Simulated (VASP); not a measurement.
Crystal: WO.

```
CELL_PARAMETERS angstrom
0.00000 2.41259 2.41259
2.41259 0.00000 2.41259
2.41259 2.41259 0.00000
ATOMIC_POSITIONS crystal
W 0.00000 0.00000 0.00000
O 0.25000 0.25000 0.25000
```

* Program: VASP 6.6.1
* Task: relaxation of cell and atoms
* Functional: PBE
* Potentials or basis: VASP PAW PBE potentials, release 64 (W_sv, O)
* Cutoff: 600 eV
* k mesh: 10 × 10 × 10
* Occupations: gaussian, width 0.02 eV
* Spin: collinear spin, ferromagnetic start
* Starting moments: [1.13, 0.0] μB
* Hubbard terms: W d U = 6.2 eV

At the start: pressure 5.8 GPa; volume 14.04 Å³/atom.

Where does the relaxation end?

Over 3 steps the energy falls by 7.1 meV/atom and the volume is 14.45 Å³/atom (+2.9 %); space group F-43m (No. 216, to 0.05 Å); moment 2.00 μB per cell.

The path:
```tsv
step	energy change (eV)	largest force (eV/Å)	pressure (GPa)	volume (Å³)
1	0.0000	0.0000	5.76	28.09
2	0.0171	0.0000	-7.47	30.19
3	-0.0142	0.0000	-0.06	28.91
```

Final structure:
```
CELL_PARAMETERS angstrom
0.00000 2.43588 2.43588
2.43588 0.00000 2.43588
2.43588 2.43588 0.00000
ATOMIC_POSITIONS crystal
W 0.00000 0.00000 0.00000
O 0.25000 0.25000 0.25000
```
